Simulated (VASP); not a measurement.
The system is SiC (Moissanite 3C).

```
Si C
1.0
     0.00000    2.22174    2.22174
     2.22174    0.00000    2.22174
     2.22174    2.22174    0.00000
Si C
1 1
Direct
  0.00000 0.00000 0.00000
  0.75000 0.75000 0.75000
```

Base run:

* Program: VASP 6.6.1
* Functional: RPBE
* Dispersion: D4
* Potentials or basis: VASP PAW PBE potentials, release 64 (Si, C)
* Cutoff: 600 eV
* k mesh: 10 × 10 × 10
* Occupations: fermi-dirac, width 0.05 eV
* Spin: no spin polarisation

Its results: band gap on the k mesh 1.42 eV, indirect (least direct gap 4.48 eV); pressure -14.8 GPa.

**Question.** After a change of settings the same cell gave: band gap on the k mesh 1.74 eV, indirect (least direct gap 4.76 eV); pressure -11.2 GPa. Which change was it?
A. functional from RPBE to BLYP
B. dispersion from D4 to none
C. functional from RPBE to PBE; dispersion from D4 to D3(BJ)
D. functional from RPBE to revPBE; dispersion from D4 to D3(BJ)

**Answer.** A.

Caveats: the PAW data sets were made with another functional, which shifts forces and pressure a little.
